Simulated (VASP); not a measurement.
Wanted: the native input for a VASP 6.6.1 run.

- Task: single point
- Functional: PBE
- Potentials or basis: VASP PAW PBE potentials, release 64 (Cu)
- Cutoff: 520 eV
- k mesh: 24 × 24 × 12
- Occupations: gaussian, width 0.1 eV
- Spin: no spin polarisation
- Dipole correction: no
- Further INCAR settings: ALGO = Fast; EDIFF = 1e-06; NBANDS = 18

The structure of Cu lies in POSCAR:

```
Cu
1.0
    2.4652899579      0.0000000000      0.0000000000
   -1.2326449789      2.1350037312      0.0000000000
    0.0000000000      0.0000000000      4.3146997742
Cu
2
Direct
    0.3333333333      0.6666666667      0.2500000000
    0.6666666667      0.3333333333      0.7500000000
```

This cell differs from its parent crystal: biaxial strain in the a-b plane: -4.0 %, then relaxed in part.

One way to write it, as run:

INCAR

```
ALGO = Fast
EDIFF = 1E-6
ENCUT = 520
GGA = PE
ISIF = 2
ISMEAR = 0
LASPH = T
LCHARG = T
LELF = T
LREAL = F
LVHAR = T
LWAVE = F
NBANDS = 18
NELM = 80
PREC = Accurate
SIGMA = 0.1
```

KPOINTS

```
k-points
0
Gamma
  24 24 12
```

Potentials or basis: VASP PAW PBE potentials, release 64 (Cu).

Command:

```console
$ cat potpaw_PBE.64/Cu/POTCAR > POTCAR
$ mpirun -np 1 vasp_std > vasp.out
```

It gave:

```
Pressure               : 10.7 GPa
Band gap on the k mesh : zero (band 11 reaches 12.61 eV, above the bottom of band 12 at 6.08 eV)
```

Caveat: the cell differs from its parent crystal (biaxial strain in the a-b plane: -4.0 %, then relaxed in part).

Run time: 70 s on 1 thread of Intel(R) Xeon(R) 6975P-C (Granite Rapids) (shared host), peak memory 0.24 GiB.
